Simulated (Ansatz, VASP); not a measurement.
## BN in VASP and in Ansatz

Contents of INCAR:

```
PREC = Accurate ; ENCUT = 520
EDIFF = 1E-8 ; ISMEAR = -1
SIGMA = 0.03 ; LREAL = F
LASPH = T ; NELM = 60
ALGO = Normal ; ISIF = 2
LWAVE = F ; LCHARG = F
GGA = PE ; LEFG = T
NBANDS = 11
```

File KPOINTS:

```
regular mesh
0
Gamma
  16 16 16
```

The input POSCAR:

```
BN
1.0
    0.0000000000      1.8243558602      1.8243558602
    1.8243558602      0.0000000000      1.8243558602
    1.8243558602      1.8243558602      0.0000000000
B N
1 1
Direct
    0.0000000000      0.0000000000      0.0000000000
    0.2500000000      0.2500000000      0.2500000000
```

Input for Ansatz:

```yaml
crystal:
  lattice:
    - [0.0, 1.8243558602, 1.8243558602]
    - [1.8243558602, 0.0, 1.8243558602]
    - [1.8243558602, 1.8243558602, 0.0]
  atoms:
    - { symbol: B, position: [0.0, 0.0, 0.0] }
    - { symbol: "N", position: [0.25, 0.25, 0.25] }
kpoints:
  mp_grid: { grid: [16, 16, 16] }
scf:
  occupations: { method: fermi_dirac, width: 0.03 }
hamiltonian:
  xc: pbe
  pseudopotentials: { kind: paw }
output:
  forces: true
  stress: true
  eigenvalues: true
  efg: { contact_densities: true }
```

Change from the starting cell: volume scaled by 1.02, PAW files.

Alike in both runs: task electric field gradients; functional PBE; k mesh 16 × 16 × 16; occupations fermi-dirac, width 0.03 eV; no spin polarisation.

|  | VASP | Ansatz |
| --- | --- | --- |
| version | VASP 6.6.1 | Ansatz 0.2.0 |
| potentials or method | VASP PAW PBE potentials, release 64 (B, N) | PAW with Ansatz's default frozen-core files, scalar-relativistic |
| plane-wave cutoff (eV) | 520 | 420 |
| valence electrons in the cell | 8 | 8 |

Ansatz gave:

| Quantity | Value |
| --- | --- |
| gap on the k mesh at the Fermi level (eV) | 4.44 |
| pressure (GPa) | -7.1 |

Q: Estimate VASP's values.

A: gap on the k mesh at the Fermi level (eV): 4.43; pressure (GPa): -6.9.
